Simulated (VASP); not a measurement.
# Ti3Al (Fm-3m) in VASP: a series of runs

The runs below take Ti3Al through single point, with PBEsol.

All numbers are computed with VASP 6.6.1; they aren't measurements. Logs are shortened: lines on timing, memory, paths and dates and some standing lists are left out, and cuts for length are marked.

### Step 1. The cell of the first run

Symmetry: Fm-3m, No. 225, cubic system. The conventional cell has a = 6.332 Å, b = 6.332 Å, c = 6.332 Å, α = 90.00°, β = 90.00°, γ = 90.00°. Ti (site symmetry m-3m) has 8 Ti at 2.74 Å and 6 Al at 3.17 Å within 3.6 Å. Within 3.6 Å of Ti (site symmetry -43m) lie 10 Ti at 2.74 to 3.17 Å and 4 Al at 2.74 Å. Al (site symmetry m-3m) has 14 Ti at 2.74 to 3.17 Å within 3.6 Å.

### Step 2. Single point, PBEsol (15.86 Å³/atom)

File INCAR:

```
PREC = Accurate ; ENCUT = 520
EDIFF = 1E-6 ; ISMEAR = -1
SIGMA = 0.05 ; LREAL = False
LASPH = True ; NELM = 80
ALGO = Normal ; ISIF = 2
LWAVE = False ; LCHARG = False
GGA = PS ; NBANDS = 28
```

File KPOINTS:

```
regular mesh
0
Gamma
  7 7 7
```

File POSCAR:

```
Ti3Al
1.0
    0.0000000000      3.1658077740      3.1658077740
    3.1658077740      0.0000000000      3.1658077740
    3.1658077740      3.1658077740      0.0000000000
Ti Al
3 1
Direct
    0.0000000000      0.0000000000      0.0000000000
    0.2500000000      0.2500000000      0.2500000000
    0.7500000000      0.7500000000      0.7500000000
    0.5000000000      0.5000000000      0.5000000000
```

Potentials or basis: VASP PAW PBE potentials, release 64 (Ti_sv, Al).

On the command line:

```
$ cat potpaw_PBE.64/Ti_sv/POTCAR potpaw_PBE.64/Al/POTCAR > POTCAR
$ mpirun -np 1 vasp_std > vasp.out
```

OUTCAR:

```text
PREC = Accurate
   ENCUT = 520
   EDIFF = 1E-6
   ISMEAR = -1
   LREAL = False
   LASPH = True
   NELM = 80
   ISIF = 2
   GGA = PS

 ion  position               nearest neighbor table
   1  0.000  0.000  0.000-   3 2.74   3 2.74   3 2.74   2 2.74   2 2.74   2 2.74   3 2.74   2 2.74

   2  0.250  0.250  0.250-   1 2.74   1 2.74   1 2.74   4 2.74   4 2.74   4 2.74   4 2.74   1 2.74

   3  0.750  0.750  0.750-   4 2.74   4 2.74   4 2.74   1 2.74   1 2.74   1 2.74   4 2.74   1 2.74

   4  0.500  0.500  0.500-   2 2.74   2 2.74   2 2.74   3 2.74   3 2.74   3 2.74   3 2.74   2 2.74

  LATTYP: Found a face centered cubic cell.
 ALAT       =     6.3316155480

  Lattice vectors:

 A1 = (   0.0000000000,   3.1658077740,   3.1658077740)
 A2 = (   3.1658077740,   0.0000000000,   3.1658077740)
 A3 = (   3.1658077740,   3.1658077740,   0.0000000000)

Analysis of symmetry for initial positions (statically):
=====================================================================
 Subroutine PRICEL returns:
 Original cell was already a primitive cell.

 Routine SETGRP: Setting up the symmetry group for a
 face centered cubic supercell.

 Subroutine GETGRP returns: Found 48 space group operations
 (whereof 48 operations were pure point group operations)
 out of a pool of 48 trial point group operations.

The static configuration has the point symmetry O_h .

Analysis of symmetry for dynamics (positions and initial velocities):
=====================================================================
 Subroutine PRICEL returns:
 Original cell was already a primitive cell.

 Routine SETGRP: Setting up the symmetry group for a
 face centered cubic supercell.

 Subroutine GETGRP returns: Found 48 space group operations
 (whereof 48 operations were pure point group operations)
 out of a pool of 48 trial point group operations.

The dynamic configuration has the point symmetry O_h .

 Subroutine INISYM returns: Found 48 space group operations
 (whereof 48 operations are pure point group operations),
 and found     1 'primitive' translations

----------------------------------------------------------------------------------------

[... 85 lines left out ...]
   ISPIN  =      1    spin polarized calculation?
   LNONCOLLINEAR =      F non collinear calculations
   LSORBIT =      F    spin-orbit coupling
   LASPH  =      T    aspherical Exc in radial PAW
   ENCUT  =  520.0 eV  38.22 Ry    6.18 a.u.   8.32  8.32  8.32*2*pi/ulx,y,z
   NELM   =     80;   NELMIN=  2; NELMDL= -5     # of ELM steps
   EDIFF  = 0.1E-05   stopping-criterion for ELM
   LREAL  =      F    real-space projection
   EDIFFG = 0.1E-04   stopping-criterion for IOM
   NSW    =      0    number of steps for IOM
   IBRION =     -1    ionic relax: 0-MD 1-quasi-New 2-CG
   NFREE  =      0    steps in history (QN), initial steepest desc. (CG)
   ISIF   =      2    stress and relaxation
   ISYM   =      2    0-nonsym 1-usesym 2-fastsym
   POTIM  = 0.5000    time-step for ionic-motion
   TEBEG  =    0.0;   TEEND  =   0.0 temperature during run
   PSTRESS=    0.0 pullay stress
   NELECT =      39.0000    total number of electrons
   NUPDOWN=      -1.0000    fix difference up-down
   EMIN   =  10.00;   EMAX   =-10.00  energy-range for DOS
   EFERMI =   0.00;   METHOD = LEGACY
   ISMEAR =    -1;   SIGMA  =   0.05  broadening in eV -4-tet -1-fermi 0-gaus
   EFERMI_NEDOS =   21; number of points for ismear=-14 and -15
   IALGO  =     38    algorithm
   IMIX   =      4    mixing-type and parameters
     AMIX     =   0.40;   BMIX     =  1.00
     AMIX_MAG =   1.60;   BMIX_MAG =  1.00
  volume/ion in A,a.u.               =      15.86       107.06
  Fermi-wavevector in a.u.,A,eV,Ry     =   1.391880  2.630272 26.358978  1.937330
  Thomas-Fermi vector in A             =   2.515677
   LORBIT       =      0    0 simple, 1 ext, 2 COOP (PROOUT), +10 PAW based schemes
   GGA     = PS    functional components
   LHFCALC =     F    Hartree Fock is set to
   AEXX    =    0.0000 exact exchange contribution
   IVDW    =     0    specifies the selected vdW correction
   LEPSILON=     F    determine dielectric tensor
   LRPA    =     F    only Hartree local field effects (RPA)
 non-spin polarized calculation
  energy-cutoff  :      520.00
  volume of cell :       63.46
 maximum number of plane-waves:      1729
 NGX is ok and might be reduce to    36
   NGX = 17   NGY = 17   NGZ = 17

 number of electron      39.0000000 magnetization

 Free energy of the ion-electron system (eV)
  ---------------------------------------------------
  ext. energy  EPLUGINS =         0.00000000
  ---------------------------------------------------
  free energy    TOTEN  =       -29.70351356 eV

  energy without entropy =      -29.64126542  energy(sigma->0) =      -29.67238949

 E-fermi :   8.6226     XC(G=0): -11.6593

 val. band max:        8.6109732367   @ k =   0.4286   0.1429   0.0000
 cond. band min:       8.6567372100   @ k =   0.0000   0.0000   0.0000
 fundamental gap:      0.0457639733
 Fermi energy:         8.6226336957

 k-point     1 :       0.0000    0.0000    0.0000
  band No.  band energies     occupation
      1     -47.6352      2.00000
      2     -47.5447      2.00000
      3     -47.2946      2.00000
      4     -24.0386      2.00000
      5     -24.0386      2.00000
      6     -24.0386      2.00000
[... 609 lines left out ...]
     27      11.5797      0.00000
     28      11.6223      0.00000

------------------------ aborting loop because EDIFF is reached ----------------------------------------

  FORCE on cell =-STRESS in cart. coord.  units (eV):
  Direction    XX          YY          ZZ          XY          YZ          ZX
  --------------------------------------------------------------------------------------
  -------------------------------------------------------------------------------------
  Total        0.8574821      0.8574821      0.8574821     -0.0000000      0.0000000     -0.0000000
  in kB       21.6497068     21.6497068     21.6497068     -0.0000000      0.0000000     -0.0000000
  external PRESSURE =      21.6497068 kB  Pullay stress =       0.0000000 kB

 VOLUME and BASIS-vectors are now :
 -----------------------------------------------------------------------------
  energy-cutoff  :      520.00
  volume of cell :       63.46
      direct lattice vectors                 reciprocal lattice vectors
     0.000000000  3.165807774  3.165807774    -0.157937574  0.157937574  0.157937574
     3.165807774  0.000000000  3.165807774     0.157937574 -0.157937574  0.157937574
     3.165807774  3.165807774  0.000000000     0.157937574  0.157937574 -0.157937574

 POSITION                                       TOTAL-FORCE (eV/Angst)
 -----------------------------------------------------------------------------------
      0.00000      0.00000      0.00000         0.000000     -0.000000      0.000000
      1.58290      1.58290      1.58290        -0.000000     -0.000000      0.000000
      4.74871      4.74871      4.74871        -0.000000      0.000000     -0.000000
      3.16581      3.16581      3.16581         0.000000     -0.000000      0.000000
 -----------------------------------------------------------------------------------
    total drift:                                0.000000      0.000000      0.000000

  FREE ENERGIE OF THE ION-ELECTRON SYSTEM (eV)
  ---------------------------------------------------
  free  energy   TOTEN  =       -29.7035135564 eV

  energy  without entropy=      -29.6412654184  energy(sigma->0) =      -29.67238949
```

Run time: 24 s. Hardware: 1 thread of Intel Xeon 6975P-C (Granite Rapids), shared host; peak memory 0.21 GiB.

What came out:

- Free energy: -29.7035 eV
- Pressure: 2.2 GPa
- Band gap on the k mesh: zero (an odd number of electrons rules out a gap without spin polarisation)

Levels at points of the mesh, in eV from the Fermi level:
```
           k point  band 16  band 17  band 18  band 19  band 20  band 21  band 22  band 23  band 24  band 25
(0.00, 0.00, 0.00)    -1.80    -1.80    -1.80     0.03     0.03     0.03     2.40     2.40     2.40     3.11
```

Caveat: the PAW data sets were made with another functional, which shifts forces and pressure a little.

### Step 3. Single point, PBEsol (16.20 Å³/atom)

This run uses another cell than the first one, of 16.20 Å³/atom.

File INCAR:

```
ALGO = Normal
EDIFF = 1E-7
ENCUT = 520
GGA = PS
ISIF = 2
ISMEAR = -1
LASPH = True
LCHARG = False
LREAL = False
LWAVE = False
NBANDS = 28
NELM = 60
PREC = Accurate
SIGMA = 0.05
```

File KPOINTS:

```
k-points
0
Gamma
  7 7 7
```

File POSCAR:

```
Ti3Al
1.0
    0.0000000000      3.1881029295      3.1881029295
    3.1881029295      0.0000000000      3.1881029295
    3.1881029295      3.1881029295      0.0000000000
Ti Al
3 1
Direct
    0.0000000000      0.0000000000      0.0000000000
    0.2500000000      0.2500000000      0.2500000000
    0.7500000000      0.7500000000      0.7500000000
    0.5000000000      0.5000000000      0.5000000000
```

Potentials or basis: VASP PAW PBE potentials, release 64 (Ti_sv, Al).

On the command line:

```
$ cat potpaw_PBE.64/Ti_sv/POTCAR potpaw_PBE.64/Al/POTCAR > POTCAR
$ mpirun -np 1 vasp_std > vasp.out
```

OUTCAR:

```text
EDIFF = 1E-7
   ENCUT = 520
   GGA = PS
   ISIF = 2
   ISMEAR = -1
   LASPH = True
   LREAL = False
   NELM = 60
   PREC = Accurate

 ion  position               nearest neighbor table
   1  0.000  0.000  0.000-   2 2.76   3 2.76   3 2.76   3 2.76   3 2.76   2 2.76   2 2.76   2 2.76

   2  0.250  0.250  0.250-   1 2.76   4 2.76   1 2.76   1 2.76   1 2.76   4 2.76   4 2.76   4 2.76

   3  0.750  0.750  0.750-   1 2.76   4 2.76   4 2.76   4 2.76   4 2.76   1 2.76   1 2.76   1 2.76

[... 813 lines left out ...]
  FORCE on cell =-STRESS in cart. coord.  units (eV):
  Direction    XX          YY          ZZ          XY          YZ          ZX
  --------------------------------------------------------------------------------------
  -------------------------------------------------------------------------------------
  Total       -0.1621975     -0.1621975     -0.1621975      0.0000000      0.0000000     -0.0000000
  in kB       -4.0098456     -4.0098456     -4.0098456      0.0000000      0.0000000     -0.0000000
  external PRESSURE =      -4.0098456 kB  Pullay stress =       0.0000000 kB

 VOLUME and BASIS-vectors are now :
 -----------------------------------------------------------------------------
  energy-cutoff  :      520.00
  volume of cell :       64.81
      direct lattice vectors                 reciprocal lattice vectors
     0.000000000  3.188102929  3.188102929    -0.156833079  0.156833079  0.156833079
     3.188102929  0.000000000  3.188102929     0.156833079 -0.156833079  0.156833079
     3.188102929  3.188102929  0.000000000     0.156833079  0.156833079 -0.156833079

 POSITION                                       TOTAL-FORCE (eV/Angst)
 -----------------------------------------------------------------------------------
      0.00000      0.00000      0.00000         0.000000     -0.000000      0.000000
      1.59405      1.59405      1.59405        -0.000000     -0.000000     -0.000000
      4.78215      4.78215      4.78215         0.000000      0.000000      0.000000
      3.18810      3.18810      3.18810         0.000000     -0.000000      0.000000
 -----------------------------------------------------------------------------------
    total drift:                                0.000000      0.000000      0.000000

  FREE ENERGIE OF THE ION-ELECTRON SYSTEM (eV)
  ---------------------------------------------------
  free  energy   TOTEN  =       -29.7112970561 eV

  energy  without entropy=      -29.6475543422  energy(sigma->0) =      -29.67942570
```

OSZICAR:

```text
N       E                     dE             d eps       ncg     rms          rms(c)
DAV:   1     0.462583743689E+03    0.46258E+03   -0.19021E+04  1120   0.161E+03
DAV:   2     0.170967007712E+02   -0.44549E+03   -0.43759E+03  1120   0.495E+02
DAV:   3    -0.296325855323E+02   -0.46729E+02   -0.45616E+02  2016   0.141E+02
DAV:   4    -0.336721019676E+02   -0.40395E+01   -0.40132E+01  1668   0.349E+01
DAV:   5    -0.338662229756E+02   -0.19412E+00   -0.19401E+00  1728   0.666E+00    0.164E+01
DAV:   6    -0.296482324779E+02    0.42180E+01   -0.23438E+01  1516   0.360E+01    0.403E+00
DAV:   7    -0.299687843837E+02   -0.32055E+00   -0.37321E+00  1836   0.205E+01    0.508E+00
DAV:   8    -0.296944364240E+02    0.27435E+00   -0.11693E+00  1568   0.875E+00    0.250E+00
DAV:   9    -0.297266225556E+02   -0.32186E-01   -0.42069E-01  1356   0.493E+00    0.102E+00
DAV:  10    -0.297096362787E+02    0.16986E-01   -0.10112E-01  1316   0.310E+00    0.259E-01
DAV:  11    -0.297117171285E+02   -0.20808E-02   -0.11825E-02  1588   0.701E-01    0.216E-01
DAV:  12    -0.297113001990E+02    0.41693E-03   -0.39254E-03  1500   0.499E-01    0.676E-02
DAV:  13    -0.297113106854E+02   -0.10486E-04   -0.19552E-04  1492   0.129E-01    0.352E-02
DAV:  14    -0.297112968738E+02    0.13812E-04   -0.63878E-05  1508   0.674E-02    0.900E-03
DAV:  15    -0.297112974462E+02   -0.57240E-06   -0.13576E-05  1580   0.302E-02    0.675E-03
DAV:  16    -0.297112971218E+02    0.32442E-06   -0.98990E-07  1416   0.776E-03    0.218E-03
DAV:  17    -0.297112970561E+02    0.65735E-07   -0.27893E-07  1092   0.419E-03
   1 F= -.29711297E+02 E0= -.29679426E+02  d E =-.637427E-01
```

stdout:

```text
POSCAR found type information on POSCAR TiAl
 POSCAR found :  2 types and       4 ions
 scaLAPACK will be used
 -----------------------------------------------------------------------------
|                                                                             |
|                                                                             |
|     You enforced a specific xc type in the INCAR file but a different       |
|     I HOPE YOU KNOW WHAT YOU ARE DOING!                                     |
|                                                                             |
 -----------------------------------------------------------------------------

 LDA part: xc-table for (Slater+PW92), standard interpolation
 POSCAR, INCAR and KPOINTS ok, starting setup
 FFT: planning ... GRIDC
 FFT: planning ... GRID_SOFT
 FFT: planning ... GRID
 WAVECAR not read
 entering main loop
```

Wall time 23 s (1 thread of Intel Xeon 6975P-C (Granite Rapids), shared host); peak memory 0.2 GiB.

Results:

```
Free energy            : -29.7113 eV
Pressure               : -0.4 GPa
Band gap on the k mesh : zero (an odd number of electrons rules out a gap without spin polarisation)
```

Caveat: the PAW data sets were made with another functional, which shifts forces and pressure a little.

### Step 4. Single point, PBEsol (16.54 Å³/atom)

This run uses another cell than the first one, of 16.54 Å³/atom.

File INCAR:

```
SYSTEM = Ti3Al
PREC = Accurate
ENCUT = 520
EDIFF = 1E-6
ISMEAR = -1
SIGMA = 0.05
LREAL = .False.
LASPH = .True.
NELM = 100
ALGO = Normal
ISIF = 2
LWAVE = .False.
LCHARG = .False.
GGA = PS
NBANDS = 28
```

File KPOINTS:

```
Automatic mesh
0
Gamma
  7 7 7
  0 0 0
```

File POSCAR:

```
Ti3Al
1.0
    0.0000000000      3.2100905411      3.2100905411
    3.2100905411      0.0000000000      3.2100905411
    3.2100905411      3.2100905411      0.0000000000
Ti Al
3 1
Direct
    0.0000000000      0.0000000000      0.0000000000
    0.2500000000      0.2500000000      0.2500000000
    0.7500000000      0.7500000000      0.7500000000
    0.5000000000      0.5000000000      0.5000000000
```

On the command line:

```
$ cat potpaw_PBE.64/Ti_sv/POTCAR potpaw_PBE.64/Al/POTCAR > POTCAR
$ mpirun -np 1 vasp_std > vasp.out
```

It took 29 s on 1 thread of Intel Xeon 6975P-C (Granite Rapids), shared host; peak memory 0.21 GiB.

It converged, with:

| Item | Value |
| --- | --- |
| Free energy | -29.6983 eV |
| Pressure | -2.8 GPa |
| Band gap on the k mesh | zero (an odd number of electrons rules out a gap without spin polarisation) |

Levels at points of the mesh, in eV from the Fermi level:
```
           k point  band 17  band 18  band 19  band 20  band 21  band 22  band 23  band 24
(0.00, 0.00, 0.00)    -1.69    -1.69     0.02     0.02     0.02     2.29     2.29     2.29
```

Caveat: the PAW data sets were made with another functional, which shifts forces and pressure a little.

### Step 5. Single point, PBEsol

This run uses another cell than the first one, of 16.88 Å³/atom.

File INCAR:

```
PREC = Accurate ; ENCUT = 520
EDIFF = 1E-7 ; ISMEAR = -1
SIGMA = 0.05 ; LREAL = F
LASPH = T ; NELM = 100
ALGO = Normal ; ISIF = 2
LWAVE = F ; LCHARG = F
GGA = PS ; NBANDS = 28
```

File KPOINTS:

```
regular mesh
0
Gamma
  7 7 7
```

File POSCAR:

```
Ti3Al
1.0
    0.0000000000      3.2317810000      3.2317810000
    3.2317810000      0.0000000000      3.2317810000
    3.2317810000      3.2317810000      0.0000000000
Ti Al
3 1
Direct
    0.0000000000      0.0000000000      0.0000000000
    0.2500000000      0.2500000000      0.2500000000
    0.7500000000      0.7500000000      0.7500000000
    0.5000000000      0.5000000000      0.5000000000
```

On the command line:

```
$ cat potpaw_PBE.64/Ti_sv/POTCAR potpaw_PBE.64/Al/POTCAR > POTCAR
$ mpirun -np 1 vasp_std > vasp.out
```

It took 38 s on 1 thread of Intel Xeon 6975P-C (Granite Rapids), shared host; peak memory 0.2 GiB.

Results (log left out):

| Property | Result |
| --- | --- |
| Free energy | -29.6666 eV |
| Pressure | -4.9 GPa |
| Band gap on the k mesh | zero (an odd number of electrons rules out a gap without spin polarisation) |

Levels at points of the mesh, in eV from the Fermi level:
```tsv
k point	band 17	band 18	band 19	band 20	band 21	band 22
(0.00, 0.00, 0.00)	-1.63	-1.63	0.02	0.02	0.02	2.24
```

Caveat: the cell stands under tension; the PAW data sets were made with another functional, which shifts forces and pressure a little.

### Step 6. The runs side by side

```tsv
cell	gap on the mesh (eV)	pressure (GPa)
a = 4.477 Å, angles 60.0°, 4 atoms	none	2.2
a = 4.509 Å, angles 60.0°, 4 atoms	none	-0.4
a = 4.540 Å, angles 60.0°, 4 atoms	none	-2.8
a = 4.570 Å, angles 60.0°, 4 atoms	none	-4.9
```

Alike in all rows: task single point; level PBEsol; potentials or basis VASP PAW PBE potentials, release 64 (Ti_sv, Al); no spin polarisation; k mesh 7 × 7 × 7; cutoff (eV) 520; smearing fermi-dirac 0.05 eV.

Caveats: the PAW data sets were made with another functional, which shifts forces and pressure a little; the cell stands under tension (at least some runs).

Total energies depend on the potentials used, so only differences within one code and one set of settings carry meaning.

The gap in the log of VASP goes by the Fermi energy; the results here count the filled bands.